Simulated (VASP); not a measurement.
# MgO3: single point with PBE

Crystal: MgO3.

```
CELL_PARAMETERS angstrom
-2.08501 2.08501 2.08501
2.08501 -2.08501 2.08501
2.08501 2.08501 -2.08501
ATOMIC_POSITIONS crystal
Mg 0.00000 0.00000 0.00000
O 0.00000 0.50000 0.50000
O 0.50000 0.00000 0.50000
O 0.50000 0.50000 0.00000
```

* Program: VASP 6.6.1
* Task: single point
* Functional: PBE
* Potentials or basis: VASP PAW PBE potentials, release 64 (Mg, O)
* Cutoff: 520 eV
* k mesh: 16 × 16 × 16
* Occupations: gaussian, width 0.1 eV
* Spin: collinear spin, ferromagnetic start
* Starting moments: [0.0, 0.35, 0.35, 0.35] μB

```
Pressure                                              : -0.7 GPa
Band gap on the k mesh                                : zero (filled and empty bands overlap)
Net moment                                            : 0.00 μB per cell
Valence electrons inside the program's atomic spheres : Mg 0.36; O 4.78
```

Levels at points of the mesh, in eV from the Fermi level:
Spin up:
| k point | band 7 | band 8 | band 9 | band 10 | band 11 | band 12 | band 13 | band 14 |
| --- | --- | --- | --- | --- | --- | --- | --- | --- |
| (0.00, 0.00, 0.00) | -2.81 | -2.81 | -2.81 | 1.72 | 1.72 | 1.72 | 6.54 | 10.57 |
| (0.50, 0.00, 0.00) | -2.72 | -2.10 | -1.83 | -1.71 | -1.14 | 1.74 | 10.95 | 11.01 |
| (0.50, 0.50, 0.50) | -1.93 | -1.93 | -1.93 | 1.81 | 1.81 | 1.81 | 9.12 | 14.51 |
Spin down:
```
           k point  band 7  band 8  band 9  band 10  band 11  band 12  band 13  band 14
(0.00, 0.00, 0.00)   -2.81   -2.81   -2.81     1.72     1.72     1.72     6.54    10.57
(0.50, 0.00, 0.00)   -2.72   -2.10   -1.83    -1.71    -1.14     1.74    10.95    11.01
(0.50, 0.50, 0.50)   -1.93   -1.93   -1.93     1.81     1.81     1.81     9.12    14.51
```

Run time: 2.9 min on 1 thread of Intel(R) Xeon(R) Platinum 8488C (Sapphire Rapids) (shared host), peak memory 0.29 GiB.
